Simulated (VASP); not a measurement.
# AlFe (Pm-3m) in VASP: further runs, part 2 of 2

VASP 6.6.1. The steps go on from the part before.

## Step 3: Single point, PBE, collinear spin, ferrimagnetic start

The input, INCAR:

```
SYSTEM = AlFe
  ALGO = Normal
  EDIFF = 1E-6
  ENCUT = 520
  GGA = PE
  ISIF = 2
  ISMEAR = -1
  ISPIN = 2
  LASPH = .True.
  LCHARG = .False.
  LMAXMIX = 4
  LORBIT = 11
  LREAL = .False.
  LWAVE = .False.
  MAGMOM = -0.01 2.64
  NBANDS = 16
  NELM = 150
  NUPDOWN = 2.5
  PREC = Accurate
  SIGMA = 0.1
```

The input, KPOINTS:

```
k-points
0
Gamma
  9 9 9
  0 0 0
```

The input, POSCAR:

```
AlFe
1.0
    2.9100000000      0.0000000000      0.0000000000
    0.0000000000      2.9100000000      0.0000000000
    0.0000000000      0.0000000000      2.9100000000
Al Fe
1 1
Direct
    0.0000000000      0.0000000000      0.0000000000
    0.5000000000      0.5000000000      0.5000000000
```

Potentials or basis: VASP PAW PBE potentials, release 64 (Al, Fe).

On the command line:

```
$ cat potpaw_PBE.64/Al/POTCAR potpaw_PBE.64/Fe/POTCAR > POTCAR
$ mpirun -np 1 vasp_std > vasp.out
```

OUTCAR:

```text
SYSTEM = AlFe
   EDIFF = 1E-6
   ENCUT = 520
   GGA = PE
   ISIF = 2
   ISMEAR = -1
   ISPIN = 2
   LASPH = .True.
   LORBIT = 11
   LREAL = .False.
   NELM = 150
   NUPDOWN = 2.5
   PREC = Accurate

 ion  position               nearest neighbor table
   1  0.000  0.000  0.000-   2 2.52   2 2.52   2 2.52   2 2.52   2 2.52   2 2.52   2 2.52   2 2.52

   2  0.500  0.500  0.500-   1 2.52   1 2.52   1 2.52   1 2.52   1 2.52   1 2.52   1 2.52   1 2.52

  LATTYP: Found a simple cubic cell.
 ALAT       =     2.9100000000

  Lattice vectors:

 A1 = (   2.9100000000,   0.0000000000,   0.0000000000)
 A2 = (   0.0000000000,   2.9100000000,   0.0000000000)
 A3 = (   0.0000000000,   0.0000000000,   2.9100000000)

Analysis of symmetry for initial positions (statically):
=====================================================================
 Subroutine PRICEL returns:
 Original cell was already a primitive cell.

 Routine SETGRP: Setting up the symmetry group for a
 simple cubic supercell.

 Subroutine GETGRP returns: Found 48 space group operations
[... 9 lines left out ...]

 Routine SETGRP: Setting up the symmetry group for a
[... 1090 lines left out ...]
     15      28.1330      0.00000
     16      28.9620      0.00000

 [... further k-points ...]

------------------------ aborting loop because EDIFF is reached ----------------------------------------

  FORCE on cell =-STRESS in cart. coord.  units (eV):
  Direction    XX          YY          ZZ          XY          YZ          ZX
  --------------------------------------------------------------------------------------
  -------------------------------------------------------------------------------------
  Total        1.6302544      1.6302544      1.6302544      0.0000000      0.0000000      0.0000000
  in kB      105.9953956    105.9953956    105.9953956      0.0000000      0.0000000      0.0000000
  external PRESSURE =     105.9953956 kB  Pullay stress =       0.0000000 kB

 VOLUME and BASIS-vectors are now :
 -----------------------------------------------------------------------------
  energy-cutoff  :      520.00
  volume of cell :       24.64
      direct lattice vectors                 reciprocal lattice vectors
     2.910000000  0.000000000  0.000000000     0.343642612  0.000000000  0.000000000
     0.000000000  2.910000000  0.000000000     0.000000000  0.343642612  0.000000000
     0.000000000  0.000000000  2.910000000     0.000000000  0.000000000  0.343642612

 POSITION                                       TOTAL-FORCE (eV/Angst)
 -----------------------------------------------------------------------------------
      0.00000      0.00000      0.00000         0.000000      0.000000      0.000000
      1.45500      1.45500      1.45500         0.000000      0.000000      0.000000
 -----------------------------------------------------------------------------------
    total drift:                                0.000000     -0.000000     -0.000000

  FREE ENERGIE OF THE ION-ELECTRON SYSTEM (eV)
  ---------------------------------------------------
  free  energy   TOTEN  =       -12.2260427170 eV

  energy  without entropy=      -12.1406788382  energy(sigma->0) =      -12.18336078

 total charge

# of ion       s       p       d       tot
------------------------------------------
    1        0.397   0.442   0.000   0.839
    2        0.443   0.524   6.321   7.288
--------------------------------------------------
tot          0.840   0.966   6.321   8.127

 magnetization (x)

# of ion       s       p       d       tot
------------------------------------------
    1       -0.014  -0.002   0.000  -0.016
    2        0.028   0.064   2.347   2.439
--------------------------------------------------
tot          0.015   0.062   2.347   2.423
```

stdout:

```text
POSCAR found type information on POSCAR AlFe
 POSCAR found :  2 types and       2 ions
 scaLAPACK will be used
 LDA part: xc-table for (Slater+PW92), standard interpolation
 POSCAR, INCAR and KPOINTS ok, starting setup
 FFT: planning ... GRIDC
 FFT: planning ... GRID_SOFT
 FFT: planning ... GRID
 WAVECAR not read
 entering main loop
```

Wall time 15 s (1 thread of Intel Xeon Platinum 8375C at 2.90GHz (Ice Lake), shared host); peak memory 0.16 GiB.

Results:

| Property | Result |
| --- | --- |
| Free energy | -12.2260 eV |
| Pressure | 10.6 GPa |
| Net moment | 2.50 μB per cell |
| Site moments | Al -0.02; Fe +2.44 μB |
| Valence electrons inside the program's atomic spheres | Al 0.84; Fe 7.29 |

Caveat: the total moment is fixed, so each spin has its own Fermi level.

## Step 4: Single point, PBE, collinear spin, ferromagnetic start

The input, INCAR:

```
  PREC = Accurate
  ENCUT = 520
  EDIFF = 1E-6
  ISMEAR = -1
  SIGMA = 0.1
  LREAL = F
  LASPH = T
  NELM = 150
  ALGO = Normal
  ISIF = 2
  LWAVE = F
  LCHARG = F
  ISPIN = 2
  MAGMOM = 0.11 3.29
  LORBIT = 11
  NUPDOWN = 3.4
  LMAXMIX = 4
  GGA = PE
  NBANDS = 16
```

The input, KPOINTS:

```
regular mesh
0
Gamma
  9 9 9
```

POSCAR is that of step 3.

On the command line:

```
$ cat potpaw_PBE.64/Al/POTCAR potpaw_PBE.64/Fe/POTCAR > POTCAR
$ mpirun -np 1 vasp_std > vasp.out
```

Wall time 17 s (1 thread of Intel Xeon Platinum 8375C at 2.90GHz (Ice Lake), shared host); peak memory 0.16 GiB.

The run converged. Its results:

| Item | Value |
| --- | --- |
| Free energy | -11.1840 eV |
| Pressure | 23.9 GPa |
| Net moment | 3.40 μB per cell |
| Site moments | Al +0.04; Fe +3.07 μB |
| Valence electrons inside the program's atomic spheres | Al 0.85; Fe 7.23 |

Caveat: the total moment is fixed, so each spin has its own Fermi level.

## Step 5: Single point, PBE, collinear spin, ferromagnetic start

The input, INCAR:

```
PREC = Accurate
ENCUT = 520
EDIFF = 1E-7
ISMEAR = -1
SIGMA = 0.1
LREAL = F
LASPH = T
NELM = 150
ALGO = Normal
ISIF = 2
LWAVE = F
LCHARG = F
ISPIN = 2
MAGMOM = 0.25 3.79
LORBIT = 11
NUPDOWN = 4.2
LMAXMIX = 4
GGA = PE
NBANDS = 16
```

KPOINTS is that of step 4.

POSCAR is that of step 4.

On the command line:

```
$ cat potpaw_PBE.64/Al/POTCAR potpaw_PBE.64/Fe/POTCAR > POTCAR
$ mpirun -np 1 vasp_std > vasp.out
```

Wall time 21 s (1 thread of Intel Xeon Platinum 8375C at 2.90GHz (Ice Lake), shared host); peak memory 0.16 GiB.

Results (log left out):

* Free energy: -9.7472 eV
* Pressure: 40.1 GPa
* Net moment: 4.20 μB per cell
* Site moments: Al +0.12; Fe +3.57 μB
* Valence electrons inside the program's atomic spheres: Al 0.88; Fe 7.16

Caveat: the total moment is fixed, so each spin has its own Fermi level.

## Step 6: Overview

| spin | fixed moment (μB) | pressure (GPa) | moment (μB) |
| --- | --- | --- | --- |
| collinear, ferrimagnetic start | 1.7 | 2.0 | 1.70 |
| collinear, ferrimagnetic start | 2.5 | 10.6 | 2.50 |
| collinear, ferromagnetic start | 3.4 | 23.9 | 3.40 |
| collinear, ferromagnetic start | 4.2 | 40.1 | 4.20 |

Alike in all rows: task single point; level PBE; potentials or basis VASP PAW PBE potentials, release 64 (Al, Fe); cell as given; k mesh 9 × 9 × 9; cutoff (eV) 520; smearing fermi-dirac 0.1 eV.

Caveats: the total moment is fixed, so each spin has its own Fermi level.

Total energies depend on the potentials used, so only differences within one code and one set of settings carry meaning.
